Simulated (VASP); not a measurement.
# LiRu12 (a cell with a defect) in VASP: single point with PBE

Aim: the single point of LiRu12 (a cell with a defect) with PBE.

Program: VASP 6.6.1. These are calculated values, not measurements. Logs are shortened: lines on timing, memory, paths and dates and some standing lists are left out, and cuts for length are marked.

### 1 The cell of the first run

The cell holds a defect, 13 atoms: a = 5.400 Å, b = 8.100 Å, c = 4.277 Å, α = 90.00°, β = 90.00°, γ = 120.00°.

### 2 Single point, PBE

INCAR

```
SYSTEM = LiRu12
  ALGO = Normal
  EDIFF = 1E-6
  ENCUT = 650
  GGA = PE
  GGA_COMPAT = .False.
  ISIF = 2
  ISMEAR = 0
  LASPH = .True.
  LCHARG = .False.
  LREAL = .False.
  LWAVE = .False.
  NBANDS = 98
  NELM = 120
  PREC = Accurate
  SIGMA = 0.15
```

KPOINTS

```
k-points
0
Gamma
  4 3 4
  0 0 0
```

POSCAR

```
LiRu12
1.0
    5.4000000000      0.0000000000      0.0000000000
   -4.0500000000      7.0148060000      0.0000000000
    0.0000000000      0.0000000000      4.2768000000
Ru Li
12 1
Direct
   -0.0262902277      0.0033888321     -0.0037488309
    0.1455466737      0.2251570464      0.4781638141
   -0.0009709313      0.3333108571     -0.0231572671
    0.1714104122      0.5682951175      0.5024775533
    0.0359199035      0.7108645628     -0.0374335952
    0.1623068212      0.9024604529      0.4787317621
    0.4999771666      0.0130302962     -0.0037976992
    0.6526982997      0.2230814366      0.4989452394
    0.4388030106      0.3092373474     -0.0371791994
    0.6495574118      0.5697037096      0.5343859895
    0.4940886404      0.6689912736      0.0125657033
    0.6492260671      0.8921552499      0.4917206790
    0.8015379262      0.4707974818      1.1820805275
```

Potentials or basis: VASP PAW PBE potentials, release 64 (Ru_pv, Li_sv).

Launch:

```
cat potpaw_PBE.64/Ru_pv/POTCAR potpaw_PBE.64/Li_sv/POTCAR > POTCAR
mpirun -np 1 vasp_std > vasp.out
```

OUTCAR:

```text
SYSTEM = LiRu12
   EDIFF = 1E-6
   ENCUT = 650
   GGA = PE
   ISIF = 2
   ISMEAR = 0
   LASPH = .True.
   LREAL = .False.
   NELM = 120
   PREC = Accurate

 ion  position               nearest neighbor table
   1  0.974  0.003  0.996-   9 2.50   5 2.56   2 2.58   7 2.60  12 2.61   6 2.61   3 2.61  12 2.64
                            11 2.65   2 2.71   6 2.73   7 2.80
   2  0.146  0.225  0.478-   9 2.49   3 2.58   1 2.58   3 2.59   9 2.60   8 2.65   6 2.66  12 2.69
                             1 2.71   4 2.71   8 2.75  10 2.77
   3  0.999  0.333  0.977-  13 2.08   9 2.48   2 2.58   2 2.59   1 2.61   8 2.61   4 2.61   7 2.65
                            11 2.70   8 2.76   4 2.79   9 2.93   5 2.96
   4  0.171  0.568  0.502-  13 2.22   5 2.57  10 2.58  11 2.58  12 2.60   3 2.61  11 2.65   2 2.71
                             6 2.73   3 2.79   8 2.80  10 2.83   5 2.84
   5  0.036  0.711  0.963-  13 1.95   6 2.47   7 2.48   1 2.56   4 2.57  10 2.57   6 2.59  11 2.67
                            11 2.78   4 2.84   3 2.96  10 3.04   9 3.24
   6  0.162  0.902  0.479-   5 2.47   5 2.59   7 2.60   1 2.61   8 2.62   2 2.66  12 2.67   7 2.72
                             1 2.73  12 2.73   4 2.73  10 2.74
   7  0.500  0.013  0.996-   5 2.48   9 2.58   8 2.59   1 2.60   6 2.60   8 2.61  12 2.62   3 2.65
                            12 2.66   6 2.72  11 2.77   1 2.80
   8  0.653  0.223  0.499-  13 2.21   9 2.56   7 2.59   7 2.61   3 2.61   6 2.62   2 2.65  12 2.67
                             2 2.75   3 2.76   4 2.80   9 2.81  10 2.82
   9  0.439  0.309  0.963-  13 1.97   3 2.48   2 2.49   1 2.50   8 2.56   7 2.58  10 2.59   2 2.60
                            11 2.78   8 2.81   3 2.93  10 3.05   5 3.24
  10  0.650  0.570  0.534-  13 2.06  11 2.49   5 2.57   4 2.58   9 2.59  12 2.62  11 2.65   6 2.74
                             2 2.77   8 2.82   4 2.83   5 3.04   9 3.05
  11  0.494  0.669  0.013-  10 2.49  12 2.58   4 2.58  10 2.65   1 2.65   4 2.65   5 2.67   3 2.70
                            12 2.72   7 2.77   5 2.78   9 2.78  13 2.92
  12  0.649  0.892  0.492-  11 2.58   4 2.60   1 2.61  10 2.62   7 2.62   1 2.64   7 2.66   8 2.67
                             6 2.67   2 2.69  11 2.72   6 2.73
  13  0.802  0.471  0.182-   5 1.95   9 1.97  10 2.06   3 2.08   8 2.21   4 2.22  11 2.92

  LATTYP: Found a simple monoclinic cell.
 ALAT       =     5.4000000000
 B/A-ratio  =     0.7920000000
 C/A-ratio  =     1.3228756972
 COS(beta)  =    -0.1889822305

  Lattice vectors:

 A1 = (   5.4000000000,   0.0000000000,   0.0000000000)
 A2 = (   0.0000000000,   0.0000000000,   4.2768000000)
 A3 = (  -1.3500000000,  -7.0148060000,   0.0000000000)

Analysis of symmetry for initial positions (statically):
=====================================================================
 Subroutine PRICEL returns:
 Original cell was already a primitive cell.

 Routine SETGRP: Setting up the symmetry group for a
 simple monoclinic supercell.

 Subroutine GETGRP returns: Found  1 space group operations
 (whereof  1 operations were pure point group operations)
 out of a pool of  4 trial point group operations.

The static configuration has the point symmetry C_1 .

Analysis of symmetry for dynamics (positions and initial velocities):
=====================================================================
 Subroutine PRICEL returns:
 Original cell was already a primitive cell.

 Routine SETGRP: Setting up the symmetry group for a
 simple monoclinic supercell.

 Subroutine GETGRP returns: Found  1 space group operations
 (whereof  1 operations were pure point group operations)
 out of a pool of  4 trial point group operations.

The dynamic configuration has the point symmetry C_1 .

 Subroutine INISYM returns: Found  1 space group operations
 (whereof  1 operations are pure point group operations),
 and found     1 'primitive' translations

----------------------------------------------------------------------------------------

                                     Primitive cell

  volume of cell :     162.0050

  direct lattice vectors                    reciprocal lattice vectors
     5.400000000  0.000000000  0.000000000     0.185185185  0.106916713  0.000000000
    -4.050000000  7.014806000  0.000000000     0.000000000  0.142555617  0.000000000
     0.000000000  0.000000000  4.276800000     0.000000000  0.000000000  0.233819678

  length of vectors
     5.400000000  8.100000199  4.276800000     0.213833431  0.142555617  0.233819678

  position of ions in fractional coordinates (direct lattice)
     0.973709772  0.003388832  0.996251169
[... 48 lines left out ...]
     0.000000000  0.000000000  0.000000000

 Subroutine IBZKPT returns following result:
 ===========================================

 Found     26 irreducible k-points:

 Following reciprocal coordinates:
            Coordinates               Weight
  0.000000  0.000000  0.000000      1.000000
  0.250000  0.000000  0.000000      2.000000
  0.500000  0.000000  0.000000      1.000000
  0.000000  0.333333  0.000000      2.000000
  0.250000  0.333333  0.000000      2.000000
  0.500000  0.333333  0.000000      2.000000
[... 16 lines left out ...]
  0.000000  0.333333  0.500000      2.000000
  0.250000  0.333333  0.500000      2.000000
 [... further k-points ...]
   k-points           NKPTS =     26   k-points in BZ     NKDIM =     26   number of bands    NBANDS=     98
   number of dos      NEDOS =    301   number of ions     NIONS =     13
   total plane-waves  NPLWV = 120960
   dimension x,y,z NGX =    48 NGY =   70 NGZ =   36
   dimension x,y,z NGXF=    96 NGYF=  140 NGZF=   72
   ions per type =              12   1
   NGX,Y,Z   is equivalent  to a cutoff of  14.78, 14.37, 13.99 a.u.
   NGXF,Y,Z  is equivalent  to a cutoff of  29.55, 28.73, 27.99 a.u.
 SYSTEM =  LiRu12
   PREC   = accura    normal or accurate (medium, high low for compatibility)
   ISTART =      0    job   : 0-new  1-cont  2-samecut
   ICHARG =      2    charge: 1-file 2-atom 10-const
   ISPIN  =      1    spin polarized calculation?
   LNONCOLLINEAR =      F non collinear calculations
   LSORBIT =      F    spin-orbit coupling
   LASPH  =      T    aspherical Exc in radial PAW
   ENCUT  =  650.0 eV  47.77 Ry    6.91 a.u.  11.23 16.84  8.89*2*pi/ulx,y,z
   NELM   =    120;   NELMIN=  2; NELMDL= -5     # of ELM steps
   EDIFF  = 0.1E-05   stopping-criterion for ELM
   LREAL  =      F    real-space projection
   EDIFFG = 0.1E-04   stopping-criterion for IOM
   NSW    =      0    number of steps for IOM
   IBRION =     -1    ionic relax: 0-MD 1-quasi-New 2-CG
   NFREE  =      0    steps in history (QN), initial steepest desc. (CG)
   ISIF   =      2    stress and relaxation
   ISYM   =      2    0-nonsym 1-usesym 2-fastsym
   POTIM  = 0.5000    time-step for ionic-motion
   TEBEG  =    0.0;   TEEND  =   0.0 temperature during run
   PSTRESS=    0.0 pullay stress
   NELECT =     171.0000    total number of electrons
   NUPDOWN=      -1.0000    fix difference up-down
   EMIN   =  10.00;   EMAX   =-10.00  energy-range for DOS
   EFERMI =   0.00;   METHOD = LEGACY
   ISMEAR =     0;   SIGMA  =   0.15  broadening in eV -4-tet -1-fermi 0-gaus
   EFERMI_NEDOS =   21; number of points for ismear=-14 and -15
   IALGO  =     38    algorithm
   IMIX   =      4    mixing-type and parameters
     AMIX     =   0.40;   BMIX     =  1.00
     AMIX_MAG =   1.60;   BMIX_MAG =  1.00
  volume/ion in A,a.u.               =      12.46        84.10
  Fermi-wavevector in a.u.,A,eV,Ry     =   1.666853  3.149896 37.802432  2.778400
  Thomas-Fermi vector in A             =   2.752977
   LORBIT       =      0    0 simple, 1 ext, 2 COOP (PROOUT), +10 PAW based schemes
   GGA     = PE    functional components
   LHFCALC =     F    Hartree Fock is set to
   AEXX    =    0.0000 exact exchange contribution
   IVDW    =     0    specifies the selected vdW correction
   LEPSILON=     F    determine dielectric tensor
   LRPA    =     F    only Hartree local field effects (RPA)
 non-spin polarized calculation
 Gauss-broadening in eV      SIGMA  =   0.15
  energy-cutoff  :      650.00
  volume of cell :      162.00
 maximum number of plane-waves:      6124
 NGX is ok and might be reduce to    48
   NGX = 23   NGY = 33   NGZ = 17

 number of electron     171.0000005 magnetization

 Free energy of the ion-electron system (eV)
  ---------------------------------------------------
  ext. energy  EPLUGINS =         0.00000000
  ---------------------------------------------------
  free energy    TOTEN  =      -107.38126217 eV

  energy without entropy =     -107.27715707  energy(sigma->0) =     -107.32920962

 E-fermi :  13.4468     XC(G=0): -14.2416

 val. band max:       13.4327340290   @ k =   0.5000   0.0000   0.2500
 cond. band min:      13.4493409049   @ k =   0.2500   0.0000   0.2500
 fundamental gap:      0.0166068758
 Fermi energy:        13.4468123249

 k-point     1 :       0.0000    0.0000    0.0000
  band No.  band energies     occupation
      1     -32.4809      2.00000
      2     -30.4406      2.00000
      3     -30.2764      2.00000
      4     -30.2175      2.00000
      5     -30.1941      2.00000
      6     -30.1689      2.00000
[... 2389 lines left out ...]
     96      14.7601      0.00000
     97      14.8283      0.00000

 [... further k-points ...]

 [bands above 97 left out]

------------------------ aborting loop because EDIFF is reached ----------------------------------------

  FORCE on cell =-STRESS in cart. coord.  units (eV):
  Direction    XX          YY          ZZ          XY          YZ          ZX
  --------------------------------------------------------------------------------------
  -------------------------------------------------------------------------------------
  Total       26.5574979     30.0998763     27.3986806      3.8037227      0.7479985     -1.6405548
  in kB      262.6451420    297.6781293    270.9641693     37.6175985      7.3974653    -16.2245606
  external PRESSURE =     277.0958135 kB  Pullay stress =       0.0000000 kB

 VOLUME and BASIS-vectors are now :
 -----------------------------------------------------------------------------
  energy-cutoff  :      650.00
  volume of cell :      162.00
      direct lattice vectors                 reciprocal lattice vectors
     5.400000000  0.000000000  0.000000000     0.185185185  0.106916713  0.000000000
    -4.050000000  7.014806000  0.000000000     0.000000000  0.142555617  0.000000000
     0.000000000  0.000000000  4.276800000     0.000000000  0.000000000  0.233819678

 POSITION                                       TOTAL-FORCE (eV/Angst)
 -----------------------------------------------------------------------------------
      5.24431      0.02377      4.26077         0.140748      0.042760     -0.095922
     -0.12593      1.57943      2.04501         0.031992      0.042359     -0.143938
      4.04485      2.33811      4.17776        -0.046868      0.051078     -0.150416
     -1.37598      3.98648      2.14900         0.064085      0.062902      0.011750
     -2.68503      4.98658      4.11670        -0.134716     -0.237309     -0.204115
     -2.77851      6.33058      2.04744        -0.014086     -0.050061     -0.119434
      2.64710      0.09140      4.26056        -0.062099     -0.061973     -0.061132
      2.62109      1.56487      2.13389        -0.001264     -0.151164     -0.010632
      1.11713      2.16924      4.11779         0.080439      0.231887     -0.219587
      1.20031      3.99636      2.28546        -0.181475      0.117497      0.094983
     -0.04134      4.69284      0.05374        -0.061507      0.031904      0.018163
     -0.10741      6.25830      2.10299         0.010931      0.057080     -0.086947
      2.42158      3.30255      0.77872         0.173820     -0.136960      0.967226
 -----------------------------------------------------------------------------------
    total drift:                               -0.000312      0.000352     -0.000203

  FREE ENERGIE OF THE ION-ELECTRON SYSTEM (eV)
  ---------------------------------------------------
  free  energy   TOTEN  =      -107.3812621657 eV

  energy  without entropy=     -107.2771570669  energy(sigma->0) =     -107.32920962
```

It took 15 min on 1 thread of Intel Xeon Platinum 8259CL at 2.50GHz (Skylake/Cascade Lake), shared host; peak memory 0.57 GiB.

Results:

| Item | Value |
| --- | --- |
| Free energy | -107.3813 eV |
| Pressure | 27.7 GPa |
| Largest force | 0.992 eV/Å |
| Band gap on the k mesh | zero (an odd number of electrons rules out a gap without spin polarisation) |

Forces in eV/Å, atoms in the order of the input:
```
Ru   0.141  0.043 -0.096
Ru   0.032  0.042 -0.144
Ru  -0.047  0.051 -0.150
Ru   0.064  0.063  0.012
Ru  -0.135 -0.237 -0.204
Ru  -0.014 -0.050 -0.119
Ru  -0.062 -0.062 -0.061
Ru  -0.001 -0.151 -0.011
Ru   0.080  0.232 -0.220
Ru  -0.181  0.117  0.095
Ru  -0.062  0.032  0.018
Ru   0.011  0.057 -0.087
Li   0.174 -0.137  0.967
```

Levels at points of the mesh, in eV from the Fermi level:
```
           k point  band 83  band 84  band 85  band 86  band 87  band 88
(0.00, 0.00, 0.00)    -0.02     0.08     0.22     0.28     0.35     0.54
(0.50, 0.00, 0.00)    -0.86    -0.79    -0.70    -0.39    -0.32    -0.14
(0.00, 0.00, 0.50)    -0.74    -0.07     0.12     0.24     0.35     0.46
(0.50, 0.00, 0.50)    -1.10    -0.94    -0.84     0.02     0.25     0.28
```

Caveat: the k points lie up to 0.37 Å⁻¹ apart, too coarse for converged energies and pressures of a metal.
